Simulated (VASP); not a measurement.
# AgCl in VASP: single point with PBE+D3(BJ)

Aim: the single point of AgCl with PBE+D3(BJ).

Everything below comes from runs of VASP 6.6.1. Logs are shortened: lines on timing, memory, paths and dates and some standing lists are left out, and cuts for length are marked.

### Step 1. The cell of the first run

The cell holds a slab with vacuum, 16 atoms: a = 7.793 Å, b = 5.511 Å, c = 21.845 Å, α = 90.00°, β = 90.00°, γ = 90.00°.

### Step 2. Single point, PBE+D3(BJ)

File INCAR:

```
SYSTEM = AgCl
  PREC = Accurate
  ENCUT = 520
  EDIFF = 1E-6
  ISMEAR = 0
  SIGMA = 0.05
  LREAL = Auto
  LASPH = .True.
  NELM = 80
  ALGO = Normal
  ISIF = 2
  LWAVE = .False.
  LCHARG = .False.
  LDIPOL = .True.
  IDIPOL = 3
  DIPOL = 0.5 0.5 0.501
  GGA = PE
  IVDW = 12
  NBANDS = 86
```

File KPOINTS:

```
regular mesh
0
Gamma
  2 3 1
  0 0 0
```

File POSCAR:

```
AgCl
1.0
    7.7932493144      0.0000000000      0.0000000000
    0.0000000000      5.5106594377      0.0000000000
    0.0000000000      0.0000000000     21.8449369858
Ag Cl
8 8
Direct
    0.2500000000      0.0000000000      0.3662175819
    0.7500000000      0.0000000000      0.3662175819
    0.5000000000      0.5000000000      0.4554058606
    0.0000000000      0.5000000000      0.4554058606
    0.7500000000      0.0000000000      0.5509343631
    0.2500000000      0.0000000000      0.5509343631
    0.0000000000      0.5000000000      0.6287356550
    0.5000000000      0.5000000000      0.6287356550
    0.2500000000      0.5000000000      0.3662175819
    0.7500000000      0.5000000000      0.3662175819
    0.5000000000      0.0000000000      0.4554058606
    0.0000000000      0.0000000000      0.4554058606
    0.7500000000      0.5000000000      0.5460415645
    0.2500000000      0.5000000000      0.5460415645
    0.0000000000      0.0000000000      0.6374526792
    0.5000000000      0.0000000000      0.6374526792
```

Potentials or basis: VASP PAW PBE potentials, release 64 (Ag, Cl).

Run with:

```sh
> cat potpaw_PBE.64/Ag/POTCAR potpaw_PBE.64/Cl/POTCAR > POTCAR
> mpirun -np 1 vasp_std > vasp.out
```

OUTCAR:

```text
SYSTEM = AgCl
   PREC = Accurate
   ENCUT = 520
   EDIFF = 1E-6
   ISMEAR = 0
   LREAL = Auto
   LASPH = .True.
   NELM = 80
   ISIF = 2
   GGA = PE
   IVDW = 12
 IVDW          = 12

 ion  position               nearest neighbor table
   1  0.250  0.000  0.366-  11 2.76  12 2.76   9 2.76   9 2.76
   2  0.750  0.000  0.366-  11 2.76  12 2.76  10 2.76  10 2.76
   3  0.500  0.500  0.455-   9 2.76  10 2.76  11 2.76  11 2.76  14 2.78  13 2.78
   4  0.000  0.500  0.455-   9 2.76  10 2.76  12 2.76  12 2.76  14 2.78  13 2.78
   5  0.750  0.000  0.551-  15 2.71  16 2.71  13 2.76  13 2.76  11 2.85  12 2.85
   6  0.250  0.000  0.551-  15 2.71  16 2.71  14 2.76  14 2.76  11 2.85  12 2.85
   7  0.000  0.500  0.629-  13 2.66  14 2.66  15 2.76  15 2.76
   8  0.500  0.500  0.629-  13 2.66  14 2.66  16 2.76  16 2.76
   9  0.250  0.500  0.366-   3 2.76   4 2.76   1 2.76   1 2.76
  10  0.750  0.500  0.366-   3 2.76   4 2.76   2 2.76   2 2.76
  11  0.500  0.000  0.455-   1 2.76   2 2.76   3 2.76   3 2.76   6 2.85   5 2.85
  12  0.000  0.000  0.455-   1 2.76   2 2.76   4 2.76   4 2.76   6 2.85   5 2.85
  13  0.750  0.500  0.546-   7 2.66   8 2.66   5 2.76   5 2.76   3 2.78   4 2.78
  14  0.250  0.500  0.546-   7 2.66   8 2.66   6 2.76   6 2.76   3 2.78   4 2.78
  15  0.000  0.000  0.637-   5 2.71   6 2.71   7 2.76   7 2.76
  16  0.500  0.000  0.637-   5 2.71   6 2.71   8 2.76   8 2.76

  LATTYP: Found a simple orthorhombic cell.
 ALAT       =     5.5106594377
 B/A-ratio  =     1.4142135624
 C/A-ratio  =     3.9641239370

  Lattice vectors:

 A1 = (   0.0000000000,  -5.5106594377,   0.0000000000)
 A2 = (   7.7932493144,   0.0000000000,   0.0000000000)
 A3 = (   0.0000000000,   0.0000000000,  21.8449369858)

Analysis of symmetry for initial positions (statically):
=====================================================================
 Subroutine PRICEL returns following result:

  LATTYP: Found a simple orthorhombic cell.
 ALAT       =     3.8966246572
 B/A-ratio  =     1.4142135624
 C/A-ratio  =     5.6061178347

  Lattice vectors:

 A1 = (   3.8966246572,   0.0000000000,   0.0000000000)
 A2 = (   0.0000000000,   5.5106594377,   0.0000000000)
 A3 = (   0.0000000000,   0.0000000000,  21.8449369858)

   2 primitive cells build up your supercell.

 Routine SETGRP: Setting up the symmetry group for a
 simple orthorhombic supercell.

 Subroutine GETGRP returns: Found  4 space group operations
 (whereof  4 operations were pure point group operations)
 out of a pool of  8 trial point group operations.

The static configuration has the point symmetry C_2v.

Analysis of symmetry for dynamics (positions and initial velocities):
=====================================================================
 Subroutine PRICEL returns following result:

  LATTYP: Found a simple orthorhombic cell.
 ALAT       =     3.8966246572
 B/A-ratio  =     1.4142135624
 C/A-ratio  =     5.6061178347

  Lattice vectors:

 A1 = (   3.8966246572,   0.0000000000,   0.0000000000)
 A2 = (   0.0000000000,   5.5106594377,   0.0000000000)
 A3 = (   0.0000000000,   0.0000000000,  21.8449369858)

   2 primitive cells build up your supercell.

 Routine SETGRP: Setting up the symmetry group for a
 simple orthorhombic supercell.

 Subroutine GETGRP returns: Found  4 space group operations
 (whereof  4 operations were pure point group operations)
 out of a pool of  8 trial point group operations.

The dynamic configuration has the point symmetry C_2v.

 Subroutine INISYM returns: Found  4 space group operations
 (whereof  4 operations are pure point group operations),
 and found     2 'primitive' translations

----------------------------------------------------------------------------------------

                                     Primitive cell

  volume of cell :     469.0757

  direct lattice vectors                    reciprocal lattice vectors
     3.896624657  0.000000000  0.000000000     0.256632365  0.000000000  0.000000000
     0.000000000  5.510659438  0.000000000     0.000000000  0.181466485  0.000000000
     0.000000000  0.000000000 21.844936986     0.000000000  0.000000000  0.045777198

  length of vectors
     3.896624657  5.510659438 21.844936986     0.256632365  0.181466485  0.045777198

  position of ions in fractional coordinates (direct lattice)
     0.500000000  0.000000000  0.366217582
     0.000000000  0.500000000  0.455405861
     0.500000000  0.000000000  0.550934363
     0.000000000  0.500000000  0.628735655
     0.500000000  0.500000000  0.366217582
     0.000000000  0.000000000  0.455405861
     0.500000000  0.500000000  0.546041565
     0.000000000  0.000000000  0.637452679

  ion indices of the primitive-cell ions
   primitive index   ion index
                 1           1
                 2           3
                 3           6
                 4           7
                 5           9
                 6          11
                 7          14
                 8          15

----------------------------------------------------------------------------------------

 KPOINTS: regular mesh

Automatic generation of k-mesh.
 Grid dimensions read from file:
 generate k-points for:    2    3    1

 Generating k-lattice:

  Cartesian coordinates                     Fractional coordinates (reciprocal lattice)
     0.064158091  0.000000000  0.000000000     0.500000000  0.000000000  0.000000000
     0.000000000  0.060488828  0.000000000     0.000000000  0.333333333  0.000000000
     0.000000000  0.000000000  0.045777198     0.000000000  0.000000000  1.000000000

  Length of vectors
     0.064158091  0.060488828  0.045777198

  Shift w.r.t. Gamma in fractional coordinates (k-lattice)
     0.000000000  0.000000000  0.000000000

 Subroutine IBZKPT returns following result:
 ===========================================

 Found      4 irreducible k-points:

 Following reciprocal coordinates:
            Coordinates               Weight
  0.000000  0.000000  0.000000      1.000000
  0.500000  0.000000  0.000000      1.000000
  0.000000  0.333333  0.000000      2.000000
  0.500000  0.333333  0.000000      2.000000
   k-points           NKPTS =      4   k-points in BZ     NKDIM =      4   number of bands    NBANDS=     86
   number of dos      NEDOS =    301   number of ions     NIONS =     16
   total plane-waves  NPLWV = 408240
   dimension x,y,z NGX =    60 NGY =   42 NGZ =  162
   dimension x,y,z NGXF=   120 NGYF=   84 NGZF=  324
   ions per type =               8   8
   NGX,Y,Z   is equivalent  to a cutoff of  12.80, 12.67, 12.33 a.u.
   NGXF,Y,Z  is equivalent  to a cutoff of  25.60, 25.34, 24.66 a.u.
 SYSTEM =  AgCl
   PREC   = accura    normal or accurate (medium, high low for compatibility)
   ISTART =      0    job   : 0-new  1-cont  2-samecut
   ICHARG =      2    charge: 1-file 2-atom 10-const
   ISPIN  =      1    spin polarized calculation?
   LNONCOLLINEAR =      F non collinear calculations
   LSORBIT =      F    spin-orbit coupling
   LASPH  =      T    aspherical Exc in radial PAW
   ENCUT  =  520.0 eV  38.22 Ry    6.18 a.u.  14.49 10.25 40.62*2*pi/ulx,y,z
   NELM   =     80;   NELMIN=  2; NELMDL= -5     # of ELM steps
   EDIFF  = 0.1E-05   stopping-criterion for ELM
   LREAL  =      T    real-space projection
   EDIFFG = 0.1E-04   stopping-criterion for IOM
   NSW    =      0    number of steps for IOM
   IBRION =     -1    ionic relax: 0-MD 1-quasi-New 2-CG
   NFREE  =      0    steps in history (QN), initial steepest desc. (CG)
   ISIF   =      2    stress and relaxation
   ISYM   =      2    0-nonsym 1-usesym 2-fastsym
   POTIM  = 0.5000    time-step for ionic-motion
   TEBEG  =    0.0;   TEEND  =   0.0 temperature during run
   PSTRESS=    0.0 pullay stress
   NELECT =     144.0000    total number of electrons
   NUPDOWN=      -1.0000    fix difference up-down
   EMIN   =  10.00;   EMAX   =-10.00  energy-range for DOS
   EFERMI =   0.00;   METHOD = LEGACY
   ISMEAR =     0;   SIGMA  =   0.05  broadening in eV -4-tet -1-fermi 0-gaus
   EFERMI_NEDOS =   21; number of points for ismear=-14 and -15
   IALGO  =     38    algorithm
   IMIX   =      4    mixing-type and parameters
     AMIX     =   0.40;   BMIX     =  1.00
     AMIX_MAG =   1.60;   BMIX_MAG =  1.00
  volume/ion in A,a.u.               =      58.63       395.68
  Fermi-wavevector in a.u.,A,eV,Ry     =   0.876539  1.656419 10.453642  0.768321
  Thomas-Fermi vector in A             =   1.996363
   LORBIT       =      0    0 simple, 1 ext, 2 COOP (PROOUT), +10 PAW based schemes
   GGA     = PE    functional components
   LHFCALC =     F    Hartree Fock is set to
   AEXX    =    0.0000 exact exchange contribution
   IVDW    =    12    specifies the selected vdW correction
   LEPSILON=     F    determine dielectric tensor
   LRPA    =     F    only Hartree local field effects (RPA)
 non-spin polarized calculation
 Gauss-broadening in eV      SIGMA  =   0.05
  energy-cutoff  :      520.00
  volume of cell :      938.15
 maximum number of plane-waves:     25265
 NGX is ok and might be reduce to    60
   NGX = 29   NGY = 21   NGZ = 81

 number of electron     144.0000052 magnetization

 dipolmoment           0.000000      0.000000      0.039130 electrons x Angstroem

 Free energy of the ion-electron system (eV)
  ---------------------------------------------------
  ext. energy  EPLUGINS =         0.00000000
  ---------------------------------------------------
  free energy    TOTEN  =       -41.74622510 eV

  energy without entropy =      -41.74622510  energy(sigma->0) =      -41.74622510

 E-fermi :  -2.0409     XC(G=0):  -4.2155

 val. band max:       -2.3276345967   @ k =   0.0000   0.3333   0.0000
 cond. band min:      -1.1197310214   @ k =   0.0000   0.0000   0.0000
 fundamental gap:      1.2079035753
 Fermi energy:        -2.0408646526

 k-point     1 :       0.0000    0.0000    0.0000
  band No.  band energies     occupation
      1     -17.2009      2.00000
      2     -17.0121      2.00000
      3     -16.8280      2.00000
      4     -16.7280      2.00000
      5     -16.3327      2.00000
      6     -16.2718      2.00000
[... 337 lines left out ...]
     83       3.9371      0.00000
     84       3.9371      0.00000
 [bands above 84 left out]

------------------------ aborting loop because EDIFF is reached ----------------------------------------

 vacuum level on the upper side and lower side of the slab       (xc-potential included)        -0.069        -0.220

 Edisp (eV)   -3.89067

 E8    (eV) :    -1.6235

  FORCE on cell =-STRESS in cart. coord.  units (eV):
  Direction    XX          YY          ZZ          XY          YZ          ZX
  --------------------------------------------------------------------------------------
  -------------------------------------------------------------------------------------
  Total      -0.45794    -9.98080    -1.34707     0.00000     0.00000     0.00000
  in kB      -0.78206   -17.04523    -2.30052     0.00000     0.00000     0.00000
  external pressure =       -6.71 kB  Pullay stress =        0.00 kB

 VOLUME and BASIS-vectors are now :
 -----------------------------------------------------------------------------
  energy-cutoff  :      520.00
  volume of cell :      938.15
      direct lattice vectors                 reciprocal lattice vectors
     7.793249314  0.000000000  0.000000000     0.128316182  0.000000000  0.000000000
     0.000000000  5.510659438  0.000000000     0.000000000  0.181466485  0.000000000
     0.000000000  0.000000000 21.844936986     0.000000000  0.000000000  0.045777198

 POSITION                                       TOTAL-FORCE (eV/Angst)
 -----------------------------------------------------------------------------------
      1.94831      0.00000      8.00000        -0.000000      0.000000      0.340166
      5.84494      0.00000      8.00000        -0.000000      0.000000      0.340166
      3.89662      2.75533      9.94831         0.000000      0.000000     -0.217323
      0.00000      2.75533      9.94831         0.000000      0.000000     -0.217323
      5.84494      0.00000     12.03513         0.000000      0.000000      0.000745
      1.94831      0.00000     12.03513        -0.000000      0.000000      0.000745
[... 8 lines left out ...]
      0.00000      0.00000     13.92511        -0.000000      0.000000      0.008354
      3.89662      0.00000     13.92511        -0.000000      0.000000      0.008354
 -----------------------------------------------------------------------------------
    total drift:                                0.000000     -0.000000     -0.004432

  FREE ENERGIE OF THE ION-ELECTRON SYSTEM (eV)
  ---------------------------------------------------
  free  energy   TOTEN  =       -45.6368913917 eV

  energy  without entropy=      -45.6368913917  energy(sigma->0) =      -45.63689139

 vacuum level on the upper side and lower side of the slab         3.301         3.147
```

Run time: 11 min. Hardware: 1 thread of Intel Xeon 6975P-C, shared host; peak memory 0.87 GiB.

What came out:

- Free energy: -45.6369 eV
- Largest force: 0.340 eV/Å
- Band gap on the k mesh: 1.21 eV
- Dispersion energy per atom: -0.243 eV

Forces on the atoms (eV/Å):
```
Ag   0.000  0.000  0.340
Ag   0.000  0.000  0.340
Ag   0.000  0.000 -0.217
Ag   0.000  0.000 -0.217
Ag   0.000  0.000  0.001
Ag   0.000  0.000  0.001
Ag   0.000  0.000 -0.009
Ag   0.000  0.000 -0.009
Cl   0.000  0.000 -0.052
Cl   0.000  0.000 -0.052
Cl   0.000  0.000 -0.061
Cl   0.000  0.000 -0.061
Cl   0.000  0.000 -0.011
Cl   0.000  0.000 -0.011
Cl   0.000  0.000  0.008
Cl   0.000  0.000  0.008
```
